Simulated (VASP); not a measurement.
A run of VASP 6.6.1:

INCAR

```
  ALGO = Normal
  EDIFF = 1E-7
  EDIFFG = -0.01
  ENCUT = 500
  GGA = PE
  GGA_COMPAT = F
  IBRION = 2
  ISIF = 4
  ISMEAR = 0
  IVDW = 12
  LASPH = T
  LCHARG = F
  LREAL = F
  LWAVE = F
  NELM = 120
  NELMIN = 4
  NSW = 50
  PREC = Accurate
  SIGMA = 0.1
```

File KPOINTS:

```
k-points
0
Gamma
  12 12 8
```

The input POSCAR:

```
Te2Pt
1.0
    4.1109843253      0.0000000000      0.0000000000
   -2.0554921626      3.5602168603      0.0000000000
    0.0000000000      0.0000000000      5.2457947824
Te Pt
2 1
Direct
    0.3333333333      0.6666666667      0.2620916962
    0.6666666667      0.3333333333      0.7379083038
    0.0000000000      0.0000000000      0.0000000000
```

Potentials or basis: VASP PAW PBE potentials, release 64 (Te, Pt).

Run with:

```sh
$ cat potpaw_PBE.64/Te/POTCAR potpaw_PBE.64/Pt/POTCAR > POTCAR
$ mpirun -np 1 vasp_std > vasp.out
```

Hardware: 1 thread of Intel(R) Xeon(R) Platinum 8488C (Sapphire Rapids), with other jobs on the host.

Problem. How long does it take, and how much memory?

Solution. Wall time 5 min on 1 thread of Intel(R) Xeon(R) Platinum 8488C (Sapphire Rapids), with other jobs on the host, peak memory 0.31 GiB. Counts: scf iterations 44, k points 131, ion steps 5.
